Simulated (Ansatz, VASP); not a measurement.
One calculation of MgH2, two programs

```
Mg H
1.0
     4.51701    0.00000    0.00000
     0.00000    4.51701    0.00000
     0.00000    0.00000    3.01287
Mg H
2 4
Direct
  0.50000 0.50000 0.50000
  0.00000 0.00000 0.00000
  0.69568 0.69568 0.00000
  0.80432 0.19568 0.50000
  0.30432 0.30432 0.00000
  0.19568 0.80432 0.50000
```

Alike in both runs: task single point; functional HSE06; k mesh 4 × 4 × 6; occupations gaussian, width 0.02 eV; no spin polarisation.

|  | VASP | Ansatz |
| --- | --- | --- |
| version | VASP 6.6.1 | Ansatz 0.2.0 |
| potentials or method | VASP PAW PBE potentials, release 64 (Mg, H), cutoff 520 eV | scalar-relativistic, plane waves, PAW |
| valence electrons in the cell | 8 | 24 |

```tsv
	VASP	Ansatz	Ansatz less VASP
gap on the k mesh at the Fermi level (eV)	4.98	5.01	+0.038
least direct gap on the mesh (eV)	5.82	5.84	+0.019
pressure (GPa)	-1.2	-0.9	+0.26
traceless stress, the component that is largest in VASP (GPa)	-0.21	-0.14	+0.064
rms of the force components (eV/Å)	0.006	0.007	+0.0011
```

Atom by atom the forces differ by 0.001 eV/Å (rms over components). The functional is the same, so the differences come from potentials, cutoffs and numerics. VASP's potentials hold 8 valence electrons a cell and Ansatz's 24, so a difference there can come from the potentials and not from the codes. Ansatz's warnings: stress exchange threshold loose, stress scf threshold loose.
